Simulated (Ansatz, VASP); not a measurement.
# Two plane-wave programs on Hg

File INCAR:

```
SYSTEM = Hg
PREC = Accurate ; ENCUT = 520
EDIFF = 1E-6 ; ISMEAR = -1
SIGMA = 0.1 ; LREAL = .False.
LASPH = .True. ; NELM = 80
ALGO = Normal ; ISIF = 2
LWAVE = .False. ; LCHARG = .True.
LELF = .True. ; LVHAR = .True.
NBANDS = 12
```

The input KPOINTS:

```
regular mesh
0
Gamma
  15 15 15
  0 0 0
```

POSCAR

```
Hg
1.0
   -1.5634143413      1.5634143413      1.5634143413
    1.5634143413     -1.5634143413      1.5634143413
    1.5634143413      1.5634143413     -1.5634143413
Hg
1
Direct
    0.0000000000      0.0000000000      0.0000000000
```

Input for Ansatz:

```yaml
crystal:
  lattice:
    - [-1.5634143413, 1.5634143413, 1.5634143413]
    - [1.5634143413, -1.5634143413, 1.5634143413]
    - [1.5634143413, 1.5634143413, -1.5634143413]
  atoms:
    - { symbol: Hg, position: [0.0, 0.0, 0.0] }
kpoints:
  mp_grid: { grid: [15, 15, 15] }
scf:
  occupations: { method: fermi_dirac, width: 0.1 }
hamiltonian:
  xc: lda
  pseudopotentials: { kind: paw }
output:
  forces: true
  stress: true
  eigenvalues: true
  populations: true
```

Change from the starting cell: volume scaled by 0.68, PAW files.

Alike in both runs: task single point; functional LDA; k mesh 15 × 15 × 15; occupations fermi-dirac, width 0.1 eV; no spin polarisation.

```csv
,VASP,Ansatz
version,VASP 6.6.1,Ansatz 0.2.0
potentials or method,"VASP PAW LDA potentials, release 64 (Hg)","PAW with Ansatz's default frozen-core files, scalar-relativistic"
plane-wave cutoff (eV),520,420
valence electrons in the cell,12,20
```

```tsv
	VASP	Ansatz	Ansatz less VASP
pressure (GPa)	73.6	68.8	-4.89
```

LDA's correlation is that of Perdew and Zunger in VASP and of Perdew and Wang (1992) in Ansatz. Both programs put the cell under a high pressure, so it lies far from rest at this level. VASP's potentials hold 12 valence electrons a cell and Ansatz's 20, so a difference there can come from the potentials and not from the codes.

Spin-orbit coupling is off throughout. Noted on VASP's run: the cell as given lies far from equilibrium.
